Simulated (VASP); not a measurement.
# Bi (P6_3/mmc) in VASP: relaxation of cell and atoms with PBE

Aim: the relaxation of cell and atoms of Bi with PBE.

Program: VASP 6.6.1. These are calculated values, not measurements. Logs are shortened: lines on timing, memory, paths and dates and some standing lists are left out, and cuts for length are marked.

### Step 1. The cell of the first run

It takes space group P6_3/mmc (No. 194, hexagonal). Conventional cell: a = 5.331 Å, b = 5.331 Å, c = 7.616 Å, α = 90.00°, β = 90.00°, γ = 120.00°. Bi (site symmetry 3m) has 4 Bi at 3.09 to 3.16 Å within 4.1 Å.

This isn't the form of Bi at room conditions, which is rhombohedral.

### Step 2. Relaxation of cell and atoms, PBE

INCAR

```
SYSTEM = Bi
PREC = Accurate
ENCUT = 600
EDIFF = 1E-6
ISMEAR = 0
SIGMA = 0.01
LREAL = .False.
LASPH = .True.
NELM = 80
ALGO = Normal
ISIF = 3
LWAVE = .False.
LCHARG = .False.
GGA = PE
IBRION = 2
NSW = 100
EDIFFG = -0.01
```

KPOINTS

```
regular mesh
0
Gamma
  9 9 6
  0 0 0
```

POSCAR

```
Bi
1.0
    5.3313234935      0.0000000000      0.0000000000
   -2.6656617467      4.6170615811      0.0000000000
    0.0000000000      0.0000000000      7.6157422311
Bi
4
Direct
    0.3333333333      0.6666666667      0.4528700098
    0.6666666667      0.3333333333      0.9528700098
    0.6666666667      0.3333333333      0.5471299902
    0.3333333333      0.6666666667      0.0471299902
```

Potentials or basis: VASP PAW PBE potentials, release 64 (Bi_d).

Started as:

```
$ cat potpaw_PBE.64/Bi_d/POTCAR > POTCAR
$ mpirun -np 1 vasp_std > vasp.out
```

OUTCAR:

```text
SYSTEM = Bi
   PREC = Accurate
   ENCUT = 600
   EDIFF = 1E-6
   ISMEAR = 0
   LREAL = .False.
   LASPH = .True.
   NELM = 80
   ISIF = 3
   GGA = PE
   IBRION = 2
   NSW = 100
   EDIFFG = -0.01

 ion  position               nearest neighbor table
   1  0.333  0.667  0.453-   4 3.09   3 3.16   3 3.16   3 3.16
   2  0.667  0.333  0.953-   3 3.09   4 3.16   4 3.16   4 3.16
   3  0.667  0.333  0.547-   2 3.09   1 3.16   1 3.16   1 3.16
   4  0.333  0.667  0.047-   1 3.09   2 3.16   2 3.16   2 3.16

  LATTYP: Found a hexagonal cell.
 ALAT       =     5.3313234935
 C/A-ratio  =     1.4284899876

  Lattice vectors:

 A1 = (   5.3313234935,   0.0000000000,   0.0000000000)
 A2 = (  -2.6656617467,   4.6170615811,   0.0000000000)
 A3 = (   0.0000000000,   0.0000000000,   7.6157422311)

Analysis of symmetry for initial positions (statically):
=====================================================================
 Subroutine PRICEL returns:
 Original cell was already a primitive cell.

 Routine SETGRP: Setting up the symmetry group for a
 hexagonal supercell.

 Subroutine GETGRP returns: Found 24 space group operations
 (whereof 12 operations were pure point group operations)
 out of a pool of 24 trial point group operations.

The static configuration has the point symmetry D_3d.
 The point group associated with its full space group is D_6h.

Analysis of symmetry for dynamics (positions and initial velocities):
=====================================================================
 Subroutine PRICEL returns:
 Original cell was already a primitive cell.

 Routine SETGRP: Setting up the symmetry group for a
 hexagonal supercell.

 Subroutine GETGRP returns: Found 24 space group operations
 (whereof 12 operations were pure point group operations)
 out of a pool of 24 trial point group operations.

The dynamic configuration has the point symmetry D_3d.
 The point group associated with its full space group is D_6h.

 Subroutine INISYM returns: Found 24 space group operations
 (whereof 12 operations are pure point group operations),
 and found     1 'primitive' translations

----------------------------------------------------------------------------------------

                                     Primitive cell

  volume of cell :     187.4619

  direct lattice vectors                    reciprocal lattice vectors
     5.331323494  0.000000000  0.000000000     0.187570685  0.108293986  0.000000000
    -2.665661747  4.617061581  0.000000000     0.000000000  0.216587971  0.000000000
     0.000000000  0.000000000  7.615742231     0.000000000  0.000000000  0.131306965

  length of vectors
     5.331323494  5.331323493  7.615742231     0.216587971  0.216587971  0.131306965

  position of ions in fractional coordinates (direct lattice)
     0.333333333  0.666666667  0.452870010
     0.666666667  0.333333333  0.952870010
     0.666666667  0.333333333  0.547129990
     0.333333333  0.666666667  0.047129990

  ion indices of the primitive-cell ions
   primitive index   ion index
                 1           1
                 2           2
                 3           3
                 4           4

----------------------------------------------------------------------------------------

 KPOINTS: regular mesh

Automatic generation of k-mesh.
 Grid dimensions read from file:
 generate k-points for:    9    9    6

 Generating k-lattice:

  Cartesian coordinates                     Fractional coordinates (reciprocal lattice)
     0.020841187  0.012032665  0.000000000     0.111111111  0.000000000  0.000000000
     0.000000000  0.024065330  0.000000000     0.000000000  0.111111111  0.000000000
     0.000000000  0.000000000  0.021884494     0.000000000  0.000000000  0.166666667

  Length of vectors
     0.024065330  0.024065330  0.021884494

  Shift w.r.t. Gamma in fractional coordinates (k-lattice)
     0.000000000  0.000000000  0.000000000

 Subroutine IBZKPT returns following result:
 ===========================================

 Found     48 irreducible k-points:

 Following reciprocal coordinates:
            Coordinates               Weight
  0.000000  0.000000  0.000000      1.000000
  0.111111  0.000000  0.000000      6.000000
  0.222222  0.000000  0.000000      6.000000
  0.333333 -0.000000  0.000000      6.000000
  0.444444  0.000000  0.000000      6.000000
  0.111111  0.111111  0.000000      6.000000
[... 16 lines left out ...]
  0.333333  0.222222  0.166667     24.000000
  0.333333  0.333333  0.166667      4.000000
 [... further k-points ...]
   k-points           NKPTS =     48   k-points in BZ     NKDIM =     48   number of bands    NBANDS=     36
   number of dos      NEDOS =    301   number of ions     NIONS =      4
   total plane-waves  NPLWV = 147456
   dimension x,y,z NGX =    48 NGY =   48 NGZ =   64
   dimension x,y,z NGXF=    96 NGYF=   96 NGZF=  128
   ions per type =               4
   NGX,Y,Z   is equivalent  to a cutoff of  14.97, 14.97, 13.97 a.u.
   NGXF,Y,Z  is equivalent  to a cutoff of  29.94, 29.94, 27.94 a.u.
 SYSTEM =  Bi
   PREC   = accura    normal or accurate (medium, high low for compatibility)
   ISTART =      0    job   : 0-new  1-cont  2-samecut
   ICHARG =      2    charge: 1-file 2-atom 10-const
   ISPIN  =      1    spin polarized calculation?
   LNONCOLLINEAR =      F non collinear calculations
   LSORBIT =      F    spin-orbit coupling
   LASPH  =      T    aspherical Exc in radial PAW
   ENCUT  =  600.0 eV  44.10 Ry    6.64 a.u.  10.65 10.65 15.21*2*pi/ulx,y,z
   NELM   =     80;   NELMIN=  2; NELMDL= -5     # of ELM steps
   EDIFF  = 0.1E-05   stopping-criterion for ELM
   LREAL  =      F    real-space projection
   EDIFFG = -.1E-01   stopping-criterion for IOM
   NSW    =    100    number of steps for IOM
   IBRION =      2    ionic relax: 0-MD 1-quasi-New 2-CG
   NFREE  =      1    steps in history (QN), initial steepest desc. (CG)
   ISIF   =      3    stress and relaxation
   ISYM   =      2    0-nonsym 1-usesym 2-fastsym
   POTIM  = 0.5000    time-step for ionic-motion
   TEBEG  =    0.0;   TEEND  =   0.0 temperature during run
   PSTRESS=    0.0 pullay stress
   NELECT =      60.0000    total number of electrons
   NUPDOWN=      -1.0000    fix difference up-down
   EMIN   =  10.00;   EMAX   =-10.00  energy-range for DOS
   EFERMI =   0.00;   METHOD = LEGACY
   ISMEAR =     0;   SIGMA  =   0.01  broadening in eV -4-tet -1-fermi 0-gaus
   EFERMI_NEDOS =   21; number of points for ismear=-14 and -15
   IALGO  =     38    algorithm
   IMIX   =      4    mixing-type and parameters
     AMIX     =   0.40;   BMIX     =  1.00
     AMIX_MAG =   1.60;   BMIX_MAG =  1.00
  volume/ion in A,a.u.               =      46.87       316.26
  Fermi-wavevector in a.u.,A,eV,Ry     =   1.119836  2.116182 17.062138  1.254032
  Thomas-Fermi vector in A             =   2.256478
   LORBIT       =      0    0 simple, 1 ext, 2 COOP (PROOUT), +10 PAW based schemes
   GGA     = PE    functional components
   LHFCALC =     F    Hartree Fock is set to
   AEXX    =    0.0000 exact exchange contribution
   IVDW    =     0    specifies the selected vdW correction
   LEPSILON=     F    determine dielectric tensor
   LRPA    =     F    only Hartree local field effects (RPA)
 conjugate gradient relaxation of ions
 non-spin polarized calculation
 Gauss-broadening in eV      SIGMA  =   0.01
  energy-cutoff  :      600.00
  volume of cell :      187.46
 maximum number of plane-waves:      6306
 NGX is ok and might be reduce to    48
   NGX = 21   NGY = 21   NGZ = 31

--------------------------------------- Ionic step        1  -------------------------------------------

 number of electron      60.0000008 magnetization

 Free energy of the ion-electron system (eV)
  ---------------------------------------------------
  ext. energy  EPLUGINS =         0.00000000
  ---------------------------------------------------
  free energy    TOTEN  =       -15.21897642 eV

  energy without entropy =      -15.21884511  energy(sigma->0) =      -15.21891077

------------------------ aborting loop because EDIFF is reached ----------------------------------------

  FORCE on cell =-STRESS in cart. coord.  units (eV):
  Direction    XX          YY          ZZ          XY          YZ          ZX
  --------------------------------------------------------------------------------------
  -------------------------------------------------------------------------------------
  Total        0.6115987      0.6115987     -0.6542365      0.0000000      0.0000000      0.0000000
  in kB        5.2271409      5.2271409     -5.5915528      0.0000000      0.0000000      0.0000000
  external PRESSURE =       1.6209097 kB  Pullay stress =       0.0000000 kB
[... 95 lines left out ...]
  FREE ENERGIE OF THE ION-ELECTRON SYSTEM (eV)
  ---------------------------------------------------
  free  energy   TOTEN  =       -15.2276255142 eV

  energy  without entropy=      -15.2276255142  energy(sigma->0) =      -15.22762551

[... ionic steps 4 to 10 ...]

--------------------------------------- Ionic step       11  -------------------------------------------

 number of electron      60.0000021 magnetization

------------------------ aborting loop because EDIFF is reached ----------------------------------------

  FORCE on cell =-STRESS in cart. coord.  units (eV):
  Direction    XX          YY          ZZ          XY          YZ          ZX
  --------------------------------------------------------------------------------------
  -------------------------------------------------------------------------------------
  Total        0.1038261      0.1038261     -0.1482781      0.0000000     -0.0000000     -0.0000000
  in kB        0.8995819      0.8995819     -1.2847275      0.0000000     -0.0000000     -0.0000000
  external PRESSURE =       0.1714788 kB  Pullay stress =       0.0000000 kB
[... 61 lines left out ...]
  energy  without entropy=      -15.2453059527  energy(sigma->0) =      -15.24530595

--------------------------------------- Ionic step       13  -------------------------------------------

 number of electron      60.0000021 magnetization

 Free energy of the ion-electron system (eV)
  ---------------------------------------------------
  ext. energy  EPLUGINS =         0.00000000
  ---------------------------------------------------
  free energy    TOTEN  =       -15.24534447 eV

  energy without entropy =      -15.24534447  energy(sigma->0) =      -15.24534447

 E-fermi :   4.2935     XC(G=0):  -8.0434

 val. band max:        4.2360232040   @ k =   0.3333   0.2222   0.0000
 cond. band min:       4.4486699399   @ k =   0.1111   0.1111   0.3333
 fundamental gap:      0.2126467359
 Fermi energy:         4.2934918047

 k-point     1 :       0.0000    0.0000    0.0000
  band No.  band energies     occupation
      1     -18.9714      2.00000
      2     -18.8739      2.00000
      3     -18.8681      2.00000
      4     -18.8681      2.00000
      5     -18.8581      2.00000
      6     -18.8581      2.00000
[... 925 lines left out ...]
     35       6.8031      0.00000
     36       8.0772      0.00000

 [... further k-points ...]

------------------------ aborting loop because EDIFF is reached ----------------------------------------

  FORCE on cell =-STRESS in cart. coord.  units (eV):
  Direction    XX          YY          ZZ          XY          YZ          ZX
  --------------------------------------------------------------------------------------
  -------------------------------------------------------------------------------------
  Total       -0.0228312     -0.0228312      0.0017692     -0.0000000     -0.0000000     -0.0000000
  in kB       -0.1977448     -0.1977448      0.0153231     -0.0000000     -0.0000000     -0.0000000
  external PRESSURE =      -0.1267221 kB  Pullay stress =       0.0000000 kB
[... 19 lines left out ...]
  FREE ENERGIE OF THE ION-ELECTRON SYSTEM (eV)
  ---------------------------------------------------
  free  energy   TOTEN  =       -15.2453444704 eV

  energy  without entropy=      -15.2453444704  energy(sigma->0) =      -15.24534447

 reached required accuracy - stopping structural energy minimisation
```

Wall time 57 min (1 thread of Oxide Virtual Turin-like, shared host); peak memory 0.55 GiB.

What came out:

```yaml
Free_energy: -15.2453 eV
Relaxed_volume: 46.25 Å³/atom
Relaxed_cell: a = 5.430 Å, b = 5.430 Å, c = 7.243 Å, α = 90.00°, β = 90.00°, γ = 120.00°
Space_group_after_relaxing_to_0.1_Å: P6_3/mmc (No. 194)
Energy_gained_by_relaxing: 6.6 meV/atom
Ionic_steps: 13
Pressure_after_relaxing: 0.0 GPa
Largest_force_after_relaxing: 0.007 eV/Å
```

Forces in eV/Å, atoms in the order of the input:
```
Bi   0.000  0.000  0.007
Bi   0.000  0.000  0.007
Bi   0.000  0.000 -0.007
Bi   0.000  0.000 -0.007
```

The path:
| step | energy change (eV) | largest force (eV/Å) | pressure (GPa) | volume (Å³) |
| --- | --- | --- | --- | --- |
| 1 | 0.0000 | 0.0646 | 0.16 | 187.46 |
| 2 | -0.0086 | 0.0842 | -0.03 | 188.74 |
| 3 | -0.0086 | 0.0951 | -0.03 | 188.82 |
| 4 | -0.0106 | 0.0891 | -0.06 | 188.71 |
| 5 | -0.0156 | 0.0799 | -0.11 | 188.38 |
| 6 | -0.0219 | 0.0682 | -0.22 | 187.68 |
| 7 | -0.0242 | 0.0435 | -0.06 | 186.43 |
| 8 | -0.0249 | 0.0264 | 0.05 | 185.57 |
| 9 | -0.0249 | 0.0211 | 0.07 | 185.30 |
| 10 | -0.0254 | 0.0116 | 0.05 | 185.21 |
| 11 | -0.0261 | 0.0187 | 0.02 | 184.92 |
| 12 | -0.0263 | 0.0145 | -0.02 | 185.01 |
| 13 | -0.0264 | 0.0070 | -0.01 | 184.98 |

Final structure:
```
Bi
1.0
     5.43047    0.00000    0.00000
    -2.71524    4.70293    0.00000
     0.00000    0.00000    7.24317
Bi
4
Direct
  0.33333 0.66667 0.46163
  0.66667 0.33333 0.96163
  0.66667 0.33333 0.53837
  0.33333 0.66667 0.03837
```

Caveat: spin-orbit coupling is left out, which moves the levels of the heavy elements.
